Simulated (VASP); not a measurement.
The system is Bi.

```
CELL_PARAMETERS angstrom
3.02335 0.00000 0.00000
-1.51168 2.61830 0.00000
0.00000 0.00000 4.69427
ATOMIC_POSITIONS crystal
Bi 0.33333 0.66667 0.25000
Bi 0.66667 0.33333 0.75000
```

This isn't the form of Bi at room conditions, which is rhombohedral.

- Program: VASP 6.6.1
- Task: relaxation of cell and atoms
- Functional: PBEsol
- Potentials or basis: VASP PAW PBE potentials, release 64 (Bi_d)
- Cutoff: 600 eV
- k mesh: 6 × 6 × 4
- Occupations: gaussian, width 0.1 eV
- Spin: no spin polarisation

At the start: pressure 90.1 GPa; volume 18.58 Å³/atom.

Problem. Where does the relaxation end?

Solution. Over 11 steps the energy falls by 2110.6 meV/atom and the volume is 29.79 Å³/atom (+60.3 %); space group P6_3/mmc (No. 194, to 0.1 Å) before and after.

The path:
```tsv
step	energy change (eV)	largest force (eV/Å)	pressure (GPa)	volume (Å³)
1	0.0000	0.0000	90.10	37.16
2	-0.7053	0.0000	-7.76	126.17
3	-4.1358	0.0000	-4.10	64.63
4	-4.1800	0.0000	-2.40	62.38
5	-4.1970	0.0000	-0.10	59.89
6	-4.1965	0.0000	-0.58	60.42
7	-4.2192	0.0000	-0.59	60.18
8	-4.2202	0.0000	-0.55	60.12
9	-4.2202	0.0000	-0.54	60.11
10	-4.2209	0.0000	0.30	59.29
11	-4.2211	0.0000	0.01	59.57
```

Final structure:
```yaml
crystal:
  lattice:
    - [3.44645, 0.00000, 0.00000]
    - [-1.72323, 2.98471, 0.00000]
    - [0.00000, 0.00000, 5.79135]
  atoms:
    - { symbol: Bi, position: [0.33333, 0.66667, 0.25000] }
    - { symbol: Bi, position: [0.66667, 0.33333, 0.75000] }
```

Caveat: the k points lie up to 0.35 Å⁻¹ apart in the final cell, too coarse for converged energies and pressures of a metal; the volume moved by over 15 % at a fixed basis, so the end points are rough; the PAW data sets were made with another functional, which shifts forces and pressure a little.
